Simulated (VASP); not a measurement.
Input of a VASP 6.6.1 run:

The input INCAR:

```
SYSTEM = AlN
PREC = Accurate
ENCUT = 600
EDIFF = 1E-8
ISMEAR = 0
SIGMA = 0.01
LREAL = .False.
LASPH = .True.
NELM = 60
ALGO = Normal
ISIF = 3
LWAVE = .False.
LCHARG = .False.
GGA = PS
IBRION = 6
NFREE = 2
POTIM = 0.015
NSW = 1
```

The input KPOINTS:

```
regular mesh
0
Gamma
  8 8 6
  0 0 0
```

Contents of POSCAR:

```
AlN
1.0
    3.1138295276      0.0000000000      0.0000000000
   -1.5569147638      2.6966554739      0.0000000000
    0.0000000000      0.0000000000      4.9828522028
Al N
2 2
Direct
    0.3333333333      0.6666666667     -0.0010085599
    0.6666666667      0.3333333333      0.4989914401
    0.3333333333      0.6666666667      0.3810085599
    0.6666666667      0.3333333333      0.8810085599
```

Potentials or basis: VASP PAW PBE potentials, release 64 (Al, N).

Command:

```console
$ cat potpaw_PBE.64/Al/POTCAR potpaw_PBE.64/N/POTCAR > POTCAR
$ mpirun -np 1 vasp_std > vasp.out
```

(1) What does it give for the Voigt bulk modulus?

(2) Predict the highest phonon frequency at Γ, LO-TO splitting left out.

## Answers

(1) 202 GPa.

(2) 715 cm⁻¹.

Caveat: the PAW data sets were made with another functional, which shifts forces and pressure a little.
